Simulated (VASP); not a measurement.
Write the native input for VASP 6.6.1 that does the following.

```yaml
Task: single point
Functional: PBEsol
Potentials_or_basis: VASP PAW PBE potentials, release 64 (Sn_d, Se)
Cutoff: 520 eV
k_mesh: 12 × 12 × 4
Occupations: gaussian, width 0.01 eV
Spin: no spin polarisation
Dipole_correction: no
Further_INCAR_settings: ALGO = Normal; EDIFF = 1e-07; NBANDS = 20
```

The structure of SnSe2 lies in POSCAR:

```
SnSe2
1.0
    3.7768187865      0.0000000000      0.0000000000
   -1.8884093933      3.2708211991      0.0000000000
    0.0000000000      0.0000000000      6.0809656453
Sn Se
1 2
Direct
    0.0000000000      0.0000000000      0.0000000000
    0.3333333333      0.6666666667      0.2490000000
    0.6666666667      0.3333333333      0.7510000000
```

These files were run (other wordings do the same):

INCAR

```
  PREC = Accurate
  ENCUT = 520
  EDIFF = 1E-7
  ISMEAR = 0
  SIGMA = 0.01
  LREAL = False
  LASPH = True
  NELM = 80
  ALGO = Normal
  ISIF = 2
  LWAVE = False
  LCHARG = False
  GGA = PS
  NBANDS = 20
```

KPOINTS

```
Automatic mesh
0
Gamma
  12 12 4
```

Potentials or basis: VASP PAW PBE potentials, release 64 (Sn_d, Se).

The run is started by

```sh
$ cat potpaw_PBE.64/Sn_d/POTCAR potpaw_PBE.64/Se/POTCAR > POTCAR
$ mpirun -np 1 vasp_std > vasp.out
```

Results of the run:

```yaml
Pressure: 4.8 GPa
Largest_force: 0.909 eV/Å
Band_gap_on_the_k_mesh: 0.73 eV, indirect (least direct gap 1.12 eV)
```

Caveat: the PAW data sets were made with another functional, which shifts forces and pressure a little; spin-orbit coupling is left out, which moves the levels of the heavy elements; this functional lacks dispersion, which binds the layers, so the pressure and a relaxed spacing across them are unreliable.

It took 96 s on 1 thread of Intel Xeon 6975P-C, on a shared host, peak memory 0.25 GiB.
